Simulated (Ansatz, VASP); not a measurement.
# H in VASP and in Ansatz

The input INCAR:

```
PREC     = Accurate       # precision mode
ENCUT    = 520            # plane-wave cutoff, eV
EDIFF    = 1E-6           # SCF threshold, eV
ISMEAR   = 0              # smearing method
SIGMA    = 0.02           # smearing width, eV
LREAL    = F              # projectors in reciprocal space
LASPH    = T              # aspherical terms in the spheres
NELM     = 80             # most SCF steps
ALGO     = Normal         # electronic algorithm
ISIF     = 2              # what is computed and relaxed
LWAVE    = F              # write WAVECAR
LCHARG   = F              # write CHGCAR
GGA      = PS             # functional
IBRION   = 2              # ionic algorithm
NSW      = 60             # ionic steps
EDIFFG   = -0.03          # ionic threshold
```

File KPOINTS:

```
Automatic mesh
0
Gamma
  1 1 1
```

The input POSCAR:

```
H
1.0
    9.0000000000      0.0000000000      0.0000000000
    0.0000000000      9.5000000000      0.0000000000
    0.0000000000      0.0000000000     10.0000000000
H
2
Direct
    0.5000000000      0.5000000000      0.4625000000
    0.5000000000      0.5000000000      0.5375000000
```

Input for Ansatz:

```yaml
crystal:
  lattice:
    - [9.0, 0.0, 0.0]
    - [0.0, 9.5, 0.0]
    - [0.0, 0.0, 10.0]
  atoms:
    - { symbol: H, position: [0.5, 0.5, 0.4625] }
    - { symbol: H, position: [0.5, 0.5, 0.5375] }
accuracy: medium
basis:
  ecutwfc: 470.0
  xc_grid: 2
kpoints:
  mp_grid:
    grid: [1, 1, 1]
hamiltonian:
  xc: pbesol
scf:
  self_checks: high
  lower_state_search: standard
  mixing:
    algorithm: broyden
    beta: 0.5
  occupations:
    method: gaussian
    width: 0.02
relax:
  f_tol: 0.03
  max_steps: 40
```

Alike in both runs: task relaxation of the atoms; functional PBEsol; k mesh 1 × 1 × 1; occupations gaussian, width 0.02 eV; no spin polarisation.

```csv
,VASP,Ansatz
version,VASP 6.6.1,Ansatz 0.2.0
potentials or method,"VASP PAW PBE potentials, release 64 (H), cutoff 520 eV","plane waves, PAW"
valence electrons in the cell,2,2
```

VASP gave:

| Item | Value |
| --- | --- |
| gap on the k mesh at the Fermi level, each at its own relaxed structure (eV) | 9.94 |

Q: Which values does Ansatz return?

A: gap on the k mesh at the Fermi level, each at its own relaxed structure (eV): 9.93.

VASP's potentials were made for PBE, not for PBEsol. Ansatz's warnings: end state compared.
